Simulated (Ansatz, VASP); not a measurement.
## One calculation of TaN, two programs

The input INCAR:

```
SYSTEM = TaN
PREC = Accurate ; ENCUT = 520
EDIFF = 1E-8 ; ISMEAR = -1
SIGMA = 0.02 ; LREAL = .False.
LASPH = .True. ; NELM = 80
ALGO = Normal ; ISIF = 2
LWAVE = .False. ; LCHARG = .False.
GGA = PS ; LEFG = .True.
NBANDS = 15
```

Contents of KPOINTS:

```
regular mesh
0
Gamma
  12 12 10
  0 0 0
```

POSCAR

```
TaN
1.0
    2.9956213083      0.0000000000      0.0000000000
   -1.4978106541      2.5942841531      0.0000000000
    0.0000000000      0.0000000000      2.9395437670
Ta N
1 1
Direct
    0.3333333333      0.6666666667      0.5000000000
    0.0000000000      0.0000000000      0.0000000000
```

Input for Ansatz:

```yaml
crystal:
  lattice:
    - [2.9956213083, 0.0, 0.0]
    - [-1.4978106541, 2.5942841531, 0.0]
    - [0.0, 0.0, 2.939543767]
  atoms:
    - { symbol: Ta, position: [0.3333333333, 0.6666666667, 0.5] }
    - { symbol: "N", position: [0.0, 0.0, 0.0] }
kpoints:
  mp_grid: { grid: [12, 12, 10] }
scf:
  occupations: { method: fermi_dirac, width: 0.02 }
hamiltonian:
  xc: pbesol
  pseudopotentials: { kind: paw }
output:
  forces: true
  stress: true
  eigenvalues: true
  efg: { contact_densities: true }
```

Change from the starting cell: volume scaled by 1.06, PAW files.

Alike in both runs: task electric field gradients; functional PBEsol; k mesh 12 × 12 × 10; occupations fermi-dirac, width 0.02 eV; no spin polarisation.

|  | VASP | Ansatz |
| --- | --- | --- |
| version | VASP 6.6.1 | Ansatz 0.2.0 |
| potentials or method | VASP PAW PBE potentials, release 64 (Ta_pv, N) | PAW with Ansatz's default frozen-core files, scalar-relativistic |
| plane-wave cutoff (eV) | 520 | 420 |
| valence electrons in the cell | 16 | 18 |

|  | VASP | Ansatz | Ansatz less VASP |
| --- | --- | --- | --- |
| pressure (GPa) | -21.8 | -22.4 | -0.56 |
| traceless stress, the component that is largest in VASP (GPa) | -1.46 | -1.56 | -0.101 |
| size of Vzz on the site where it differs most (V/Å²) | 26.2 | 59.0 | +32.86 |

VASP's potentials were made for PBE, not for PBEsol. VASP's potentials hold 16 valence electrons a cell and Ansatz's 18, so a difference there can come from the potentials and not from the codes.

Spin-orbit coupling is off throughout.
